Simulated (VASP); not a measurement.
Input of a VASP 6.6.1 run:

File INCAR:

```
SYSTEM = AlRu
PREC     = Accurate       ! precision mode
ENCUT    = 520            ! plane-wave cutoff, eV
EDIFF    = 1E-6           ! SCF threshold, eV
ISMEAR   = 0              ! smearing method
SIGMA    = 0.1            ! smearing width, eV
LREAL    = .FALSE.        ! projectors in reciprocal space
LASPH    = .TRUE.         ! aspherical terms in the spheres
NELM     = 60             ! most SCF steps
ALGO     = Fast           ! electronic algorithm
ISIF     = 2              ! what is computed and relaxed
LWAVE    = .FALSE.        ! write WAVECAR
LCHARG   = .FALSE.        ! write CHGCAR
GGA      = PE             ! functional
NBANDS   = 25             ! bands
```

KPOINTS

```
regular mesh
0
G
  18 18 6
  0 0 0
```

POSCAR

```
AlRu
1.0
    2.8769616965      0.0000000000      0.0000000000
   -1.4384808482      2.4915219148      0.0000000000
    0.0000000000      0.0000000000      7.9095073271
Al Ru
2 2
Direct
    0.0000000000      0.0000000000      0.5000000000
    0.0000000000      0.0000000000      0.0000000000
    0.6666666667      0.3333333333      0.7500000000
    0.3333333333      0.6666666667      0.2500000000
```

Potentials or basis: VASP PAW PBE potentials, release 64 (Al, Ru_pv).

Launch:

```bash
$ cat potpaw_PBE.64/Al/POTCAR potpaw_PBE.64/Ru_pv/POTCAR > POTCAR
$ mpirun -np 1 vasp_std > vasp.out
```

Task: Predict the pressure.

Result: -0.1 GPa.

Task: What does it give for the band gap on the k mesh?

Result: Zero (band 17 reaches 11.77 eV, above the bottom of band 18 at 9.72 eV).

Stress tensor (GPa, compression positive):
```
-0.15  0.00  0.00
 0.00 -0.15  0.00
 0.00  0.00 -0.05
```
